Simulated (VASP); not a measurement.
C: single point with LDA

The system is C.

```xyz
1
Lattice="-0.9814 0.9814 0.9814 0.9814 -0.9814 0.9814 0.9814 0.9814 -0.9814" Properties=species:S:1:pos:R:3 pbc="T T T"
C     0.0000    0.0000    0.0000
```

This cell differs from its parent crystal: volume scaled by 0.6.

```
Program                : VASP 6.6.1
Task                   : single point
Functional             : LDA
Potentials or basis    : VASP PAW LDA potentials, release 64 (C)
Cutoff                 : 520 eV
k mesh                 : 22 × 22 × 22
Occupations            : fermi-dirac, width 0.1 eV
Spin                   : no spin polarisation
Dipole correction      : no
Further INCAR settings : ALGO = Normal; EDIFF = 1e-07; NBANDS = 8
```

* Pressure: 308.5 GPa
* Band gap on the k mesh: zero (band 2 reaches 34.09 eV, above the bottom of band 3 at 13.31 eV)

Levels at points of the mesh, in eV from the Fermi level:
| k point | band 1 | band 2 | band 3 | band 4 | band 5 | band 6 |
| --- | --- | --- | --- | --- | --- | --- |
| (0.00, 0.00, 0.00) | -29.15 | 15.39 | 15.39 | 15.39 | 44.00 | 44.00 |
| (0.50, 0.00, 0.00) | -16.03 | -10.30 | 6.89 | 12.16 | 28.18 | 31.67 |
| (0.50, 0.50, 0.50) | -3.65 | -3.65 | -3.65 | 9.79 | 11.84 | 11.84 |

Wall time 3.1 s on 1 thread of Intel Xeon 6975P-C, with other jobs on the host, peak memory 0.11 GiB.
